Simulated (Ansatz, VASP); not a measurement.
La in VASP and in Ansatz

The input POSCAR:

```
La
1.0
    3.7871652420      0.0000000000      0.0000000000
   -1.8935826210      3.2797813079      0.0000000000
    0.0000000000      0.0000000000     12.0620946415
La
4
Direct
    1.0000000000      0.0000000000      0.0000000000
    1.0000000000      0.0000000000      0.5000000000
    0.3333333333      0.6666666667      0.7500000000
    0.6666666667      0.3333333333      0.2500000000
```

Contents of INCAR.step1:

```
ALGO = Normal
EDIFF = 1E-4
ENCUT = 520
GGA = PE
ISMEAR = 1
LASPH = T
LCHARG = F
LREAL = F
LWAVE = T
NBANDS = 30
NELM = 80
PREC = Accurate
SIGMA = 0.6
```

INCAR.step2

```
ALGO = Normal
EDIFF = 1E-7
ENCUT = 520
ISIF = 2
ISMEAR = 1
ISTART = 1
LASPH = T
LCHARG = F
LMIXTAU = T
LREAL = F
LWAVE = F
METAGGA = R2SCAN
NBANDS = 30
NELM = 80
PREC = Accurate
SIGMA = 0.6
```

The input KPOINTS:

```
k-points
0
Gamma
  10 10 3
```

Input for Ansatz:

```yaml
crystal:
  lattice:
    - [3.787165242, 0.0, 0.0]
    - [-1.893582621, 3.2797813079, 0.0]
    - [0.0, 0.0, 12.0620946415]
  atoms:
    - { symbol: La, position: [1.0, 0.0, 0.0] }
    - { symbol: La, position: [1.0, 0.0, 0.5] }
    - { symbol: La, position: [0.3333333333, 0.6666666667, 0.75] }
    - { symbol: La, position: [0.6666666667, 0.3333333333, 0.25] }
hamiltonian:
  xc: r2scan
  pseudopotentials:
    kind: paw
    azcp:
      La: "pseudopotentials/La.paw.azcp"
basis:
  ecutwfc: 500
  fft_grid_basis: typed
kpoints:
  mp_grid: { grid: [10, 10, 3], shift: [0, 0, 0] }
magnetization:
  spin_polarized: false
scf:
  occupations: { method: cold, width: 0.6 }
  lower_state_search: "off"
output:
  stress: true
```

Alike in both runs: task single point; functional r2SCAN; k mesh 10 × 10 × 3; no spin polarisation.

|  | VASP | Ansatz |
| --- | --- | --- |
| version | VASP 6.6.1 | Ansatz 0.2.0 |
| potentials or method | VASP PAW PBE potentials, release 64 (La), cutoff 520 eV | plane waves (500 eV) with PAW, scalar-relativistic |
| occupations | methfessel-paxton of order 1, width 0.6 eV | cold, width 0.6 eV |
| valence electrons in the cell | 44 | 44 |

```tsv
	VASP	Ansatz	Ansatz less VASP
pressure (GPa)	-0.1	-0.1	-0.02
traceless stress, the component that is largest in VASP (GPa)	0.03	0.18	+0.154
```

VASP's potentials were made for PBE, not for r2SCAN.

Spin-orbit coupling is off throughout.
